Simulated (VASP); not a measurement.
# Sc (I4/mmm) in VASP: single point with PBEsol

Aim: the single point of Sc with PBEsol.

Everything below comes from runs of VASP 6.6.1. Logs are shortened: lines on timing, memory, paths and dates and some standing lists are left out, and cuts for length are marked.

### 1 The cell of the first run

Symmetry: I4/mmm, No. 139, tetragonal system. Conventional cell: a = 3.758 Å, b = 3.758 Å, c = 4.761 Å, α = 90.00°, β = 90.00°, γ = 90.00°. Sc (site symmetry 4/mmm) has 12 Sc at 3.57 to 3.76 Å within 4.7 Å.

### 2 Single point, PBEsol

Contents of INCAR:

```
PREC     = Accurate       # precision mode
ENCUT    = 520            # plane-wave cutoff, eV
EDIFF    = 1E-6           # SCF threshold, eV
ISMEAR   = -1             # smearing method
SIGMA    = 0.15           # smearing width, eV
LREAL    = F              # projectors in reciprocal space
LASPH    = T              # aspherical terms in the spheres
NELM     = 80             # most SCF steps
ALGO     = Normal         # electronic algorithm
ISIF     = 2              # what is computed and relaxed
LWAVE    = F              # write WAVECAR
LCHARG   = F              # write CHGCAR
GGA      = PS             # functional
NBANDS   = 12             # bands
```

Contents of KPOINTS:

```
Automatic mesh
0
Gamma
  10 10 10
```

Contents of POSCAR:

```
Sc
1.0
   -1.8790000000      1.8790000000      2.3805000000
    1.8790000000     -1.8790000000      2.3805000000
    1.8790000000      1.8790000000     -2.3805000000
Sc
1
Direct
    0.0000000000      0.0000000000      0.0000000000
```

Potentials or basis: VASP PAW PBE potentials, release 64 (Sc_sv).

Run with:

```
cat potpaw_PBE.64/Sc_sv/POTCAR > POTCAR
mpirun -np 1 vasp_std > vasp.out
```

OUTCAR:

```text
PREC = Accurate
   ENCUT = 520
   EDIFF = 1E-6
   ISMEAR = -1
   LREAL = F
   LASPH = T
   NELM = 80
   ISIF = 2
   GGA = PS

 ion  position               nearest neighbor table
   1  0.000  0.000  0.000-

  LATTYP: Found a body centered tetragonal cell.
 ALAT       =     3.7580000000
 C/A-ratio  =     1.2668972858

  Lattice vectors:

 A1 = (  -1.8790000000,   1.8790000000,   2.3805000000)
 A2 = (   1.8790000000,  -1.8790000000,   2.3805000000)
 A3 = (   1.8790000000,   1.8790000000,  -2.3805000000)

Analysis of symmetry for initial positions (statically):
=====================================================================
 Subroutine PRICEL returns:
 Original cell was already a primitive cell.

 Routine SETGRP: Setting up the symmetry group for a
 body centered tetragonal supercell.

 Subroutine GETGRP returns: Found 16 space group operations
 (whereof 16 operations were pure point group operations)
 out of a pool of 16 trial point group operations.

The static configuration has the point symmetry D_4h.

Analysis of symmetry for dynamics (positions and initial velocities):
=====================================================================
 Subroutine PRICEL returns:
 Original cell was already a primitive cell.

 Routine SETGRP: Setting up the symmetry group for a
 body centered tetragonal supercell.

 Subroutine GETGRP returns: Found 16 space group operations
 (whereof 16 operations were pure point group operations)
 out of a pool of 16 trial point group operations.

The dynamic configuration has the point symmetry D_4h.

 Subroutine INISYM returns: Found 16 space group operations
 (whereof 16 operations are pure point group operations),
 and found     1 'primitive' translations

----------------------------------------------------------------------------------------

                                     Primitive cell

  volume of cell :      33.6188

  direct lattice vectors                    reciprocal lattice vectors
    -1.879000000  1.879000000  2.380500000     0.000000000  0.266098989  0.210039908
     1.879000000 -1.879000000  2.380500000     0.266098989  0.000000000  0.210039908
     1.879000000  1.879000000 -2.380500000     0.266098989  0.266098989  0.000000000

  length of vectors
     3.567640992  3.567640992  3.567640992     0.339006541  0.339006541  0.376320799

  position of ions in fractional coordinates (direct lattice)
     0.000000000  0.000000000  0.000000000

  ion indices of the primitive-cell ions
   primitive index   ion index
                 1           1

----------------------------------------------------------------------------------------

 KPOINTS: Automatic mesh

Automatic generation of k-mesh.
 Grid dimensions read from file:
 generate k-points for:   10   10   10

 Generating k-lattice:

  Cartesian coordinates                     Fractional coordinates (reciprocal lattice)
     0.000000000  0.026609899  0.021003991     0.100000000  0.000000000  0.000000000
     0.026609899  0.000000000  0.021003991     0.000000000  0.100000000  0.000000000
     0.026609899  0.026609899  0.000000000     0.000000000  0.000000000  0.100000000

  Length of vectors
     0.033900654  0.033900654  0.037632080

  Shift w.r.t. Gamma in fractional coordinates (k-lattice)
     0.000000000  0.000000000  0.000000000

 Subroutine IBZKPT returns following result:
 ===========================================

 Found    102 irreducible k-points:

 Following reciprocal coordinates:
            Coordinates               Weight
  0.000000  0.000000  0.000000      1.000000
  0.100000 -0.000000  0.000000      8.000000
  0.200000 -0.000000  0.000000      8.000000
  0.300000  0.000000  0.000000      8.000000
  0.400000 -0.000000  0.000000      8.000000
  0.500000  0.000000  0.000000      4.000000
[... 16 lines left out ...]
  0.300000  0.300000  0.000000      8.000000
  0.400000  0.300000  0.000000     16.000000
 [... further k-points ...]
   k-points           NKPTS =    102   k-points in BZ     NKDIM =    102   number of bands    NBANDS=     12
   number of dos      NEDOS =    301   number of ions     NIONS =      1
   total plane-waves  NPLWV =  21952
   dimension x,y,z NGX =    28 NGY =   28 NGZ =   28
   dimension x,y,z NGXF=    56 NGYF=   56 NGZF=   56
   ions per type =               1
   NGX,Y,Z   is equivalent  to a cutoff of  13.05, 13.05, 13.05 a.u.
   NGXF,Y,Z  is equivalent  to a cutoff of  26.10, 26.10, 26.10 a.u.
 SYSTEM =  unknown system
   PREC   = accura    normal or accurate (medium, high low for compatibility)
   ISTART =      0    job   : 0-new  1-cont  2-samecut
   ICHARG =      2    charge: 1-file 2-atom 10-const
   ISPIN  =      1    spin polarized calculation?
   LNONCOLLINEAR =      F non collinear calculations
   LSORBIT =      F    spin-orbit coupling
   LASPH  =      T    aspherical Exc in radial PAW
   ENCUT  =  520.0 eV  38.22 Ry    6.18 a.u.   6.63  6.63  6.63*2*pi/ulx,y,z
   NELM   =     80;   NELMIN=  2; NELMDL= -5     # of ELM steps
   EDIFF  = 0.1E-05   stopping-criterion for ELM
   LREAL  =      F    real-space projection
   EDIFFG = 0.1E-04   stopping-criterion for IOM
   NSW    =      0    number of steps for IOM
   IBRION =     -1    ionic relax: 0-MD 1-quasi-New 2-CG
   NFREE  =      0    steps in history (QN), initial steepest desc. (CG)
   ISIF   =      2    stress and relaxation
   ISYM   =      2    0-nonsym 1-usesym 2-fastsym
   POTIM  = 0.5000    time-step for ionic-motion
   TEBEG  =    0.0;   TEEND  =   0.0 temperature during run
   PSTRESS=    0.0 pullay stress
   NELECT =      11.0000    total number of electrons
   NUPDOWN=      -1.0000    fix difference up-down
   EMIN   =  10.00;   EMAX   =-10.00  energy-range for DOS
   EFERMI =   0.00;   METHOD = LEGACY
   ISMEAR =    -1;   SIGMA  =   0.15  broadening in eV -4-tet -1-fermi 0-gaus
   EFERMI_NEDOS =   21; number of points for ismear=-14 and -15
   IALGO  =     38    algorithm
   IMIX   =      4    mixing-type and parameters
     AMIX     =   0.40;   BMIX     =  1.00
     AMIX_MAG =   1.60;   BMIX_MAG =  1.00
  volume/ion in A,a.u.               =      33.62       226.87
  Fermi-wavevector in a.u.,A,eV,Ry     =   1.128094  2.131788 17.314709  1.272595
  Thomas-Fermi vector in A             =   2.264782
   LORBIT       =      0    0 simple, 1 ext, 2 COOP (PROOUT), +10 PAW based schemes
   GGA     = PS    functional components
   LHFCALC =     F    Hartree Fock is set to
   AEXX    =    0.0000 exact exchange contribution
   IVDW    =     0    specifies the selected vdW correction
   LEPSILON=     F    determine dielectric tensor
   LRPA    =     F    only Hartree local field effects (RPA)
 non-spin polarized calculation
  energy-cutoff  :      520.00
  volume of cell :       33.62
 maximum number of plane-waves:       920
   NGX = 13   NGY = 13   NGZ = 13

 number of electron      10.9999998 magnetization

 Free energy of the ion-electron system (eV)
  ---------------------------------------------------
  ext. energy  EPLUGINS =         0.00000000
  ---------------------------------------------------
  free energy    TOTEN  =        -6.21418038 eV

  energy without entropy =       -6.02848813  energy(sigma->0) =       -6.12133425

 E-fermi :   2.0440     XC(G=0):  -8.7951

 val. band max:        2.0440445952   @ k =  -0.4000   0.3000  -0.0000
 cond. band min:       2.0472660506   @ k =  -0.1000   0.4000   0.1000
 fundamental gap:      0.0032214554
 Fermi energy:         2.0440462004

 k-point     1 :       0.0000    0.0000    0.0000
  band No.  band energies     occupation
      1     -48.0017      2.00000
      2     -26.6050      2.00000
      3     -26.6014      2.00000
      4     -26.6014      2.00000
      5      -2.4953      2.00000
      6       3.0562      0.00234
      7       3.0562      0.00234
      8       3.5026      0.00012
      9       3.7897      0.00002
     10       4.2652      0.00000
     11      13.1030      0.00000
     12      14.8733      0.00000

 k-point     2 :       0.1000   -0.0000    0.0000
  band No.  band energies     occupation
      1     -48.0003      2.00000
      2     -26.6160      2.00000
      3     -26.6042      2.00000
      4     -26.6040      2.00000
      5      -2.3003      2.00000
      6       3.0052      0.00329
      7       3.1073      0.00167
      8       3.4951      0.00013
      9       3.7809      0.00002
     10       4.2172      0.00000
     11      12.8827      0.00000
     12      13.8179      0.00000

 k-point     3 :       0.2000   -0.0000    0.0000
  band No.  band energies     occupation
      1     -47.9966      2.00000
      2     -26.6489      2.00000
      3     -26.6115      2.00000
      4     -26.6061      2.00000
      5      -1.7373      2.00000
      6       2.7801      0.01468
      7       3.1385      0.00136
      8       3.5404      0.00009
      9       3.8866      0.00001
     10       4.1531      0.00000
     11      10.9508      0.00000
     12      13.3931      0.00000

 k-point     4 :       0.3000    0.0000    0.0000
  band No.  band energies     occupation
      1     -47.9920      2.00000
      2     -26.6896      2.00000
      3     -26.6205      2.00000
      4     -26.6086      2.00000
      5      -0.8839      2.00000
      6       2.4496      0.12551
      7       3.0297      0.00280
      8       3.5307      0.00010
      9       4.2250      0.00000
     10       4.2448      0.00000
     11       8.8317      0.00000
     12      12.7999      0.00000

 k-point     5 :       0.4000   -0.0000    0.0000
  band No.  band energies     occupation
      1     -47.9883      2.00000
      2     -26.7222      2.00000
      3     -26.6277      2.00000
      4     -26.6106      2.00000
      5       0.0641      2.00000
      6       2.1383      0.69567
      7       2.9037      0.00647
      8       3.4474      0.00017
      9       4.4341      0.00000
     10       4.5989      0.00000
     11       7.1630      0.00000
     12      12.2376      0.00000
[... 228 lines left out ...]
      1     -47.9923      2.00000
      2     -26.6700      2.00000
      3     -26.6299      2.00000
      4     -26.6168      2.00000
      5      -0.9634      2.00000
      6       2.3740      0.19960
      7       3.0257      0.00287
      8       3.7843      0.00002
      9       3.9686      0.00001
     10       4.3918      0.00000
     11      10.7317      0.00000
     12      11.9003      0.00000

 k-point    22 :      -0.2000    0.2000    0.0000
  band No.  band energies     occupation
      1     -47.9956      2.00000
      2     -26.6448      2.00000
      3     -26.6237      2.00000
      4     -26.6104      2.00000
      5      -1.5649      2.00000
      6       2.5698      0.05835
      7       3.3328      0.00037
      8       3.5315      0.00010
      9       3.7808      0.00002
     10       4.2936      0.00000
     11      12.5651      0.00000
     12      12.9292      0.00000

 k-point    23 :       0.3000    0.3000    0.0000
  band No.  band energies     occupation
      1     -47.9847      2.00000
      2     -26.7032      2.00000
      3     -26.6749      2.00000
      4     -26.6233      2.00000
      5       1.1935      1.99313
      6       2.1426      0.68274
      7       2.1742      0.59135
      8       3.8140      0.00002
      9       4.2789      0.00000
     10       5.5824      0.00000
     11       7.5595      0.00000
     12       7.6592      0.00000

 k-point    24 :       0.4000    0.3000    0.0000
  band No.  band energies     occupation
      1     -47.9840      2.00000
      2     -26.7032      2.00000
      3     -26.6782      2.00000
      4     -26.6287      2.00000
      5       1.5849      1.91048
      6       1.7059      1.81002
      7       2.3269      0.26345
      8       3.9415      0.00001
      9       4.5096      0.00000
     10       6.0712      0.00000
     11       6.3531      0.00000
     12       8.0071      0.00000

 [... further k-points ...]

------------------------ aborting loop because EDIFF is reached ----------------------------------------

  FORCE on cell =-STRESS in cart. coord.  units (eV):
  Direction    XX          YY          ZZ          XY          YZ          ZX
  --------------------------------------------------------------------------------------
  -------------------------------------------------------------------------------------
  Total       -2.2447999     -2.2447999     -2.0002271      0.0000000      0.0000000      0.0000000
  in kB     -106.9809568   -106.9809568    -95.3252920      0.0000000      0.0000000      0.0000000
  external PRESSURE =    -103.0957352 kB  Pullay stress =       0.0000000 kB

 VOLUME and BASIS-vectors are now :
 -----------------------------------------------------------------------------
  energy-cutoff  :      520.00
  volume of cell :       33.62
      direct lattice vectors                 reciprocal lattice vectors
    -1.879000000  1.879000000  2.380500000     0.000000000  0.266098989  0.210039908
     1.879000000 -1.879000000  2.380500000     0.266098989  0.000000000  0.210039908
     1.879000000  1.879000000 -2.380500000     0.266098989  0.266098989  0.000000000

 POSITION                                       TOTAL-FORCE (eV/Angst)
 -----------------------------------------------------------------------------------
      0.00000      0.00000      0.00000         0.000000      0.000000      0.000000
 -----------------------------------------------------------------------------------
    total drift:                               -0.000000     -0.000000     -0.000000

  FREE ENERGIE OF THE ION-ELECTRON SYSTEM (eV)
  ---------------------------------------------------
  free  energy   TOTEN  =        -6.2141803768 eV

  energy  without entropy=       -6.0284881316  energy(sigma->0) =       -6.12133425
```

It took 38 s on 1 thread of Intel Xeon 6975P-C, shared host; peak memory 0.18 GiB.

What came out:

```
Free energy : -6.2142 eV
Pressure    : -10.3 GPa
```

Stress tensor (GPa, compression positive):
```
-10.70   0.00   0.00
  0.00 -10.70   0.00
  0.00   0.00  -9.53
```

Caveat: the PAW data sets were made with another functional, which shifts forces and pressure a little.
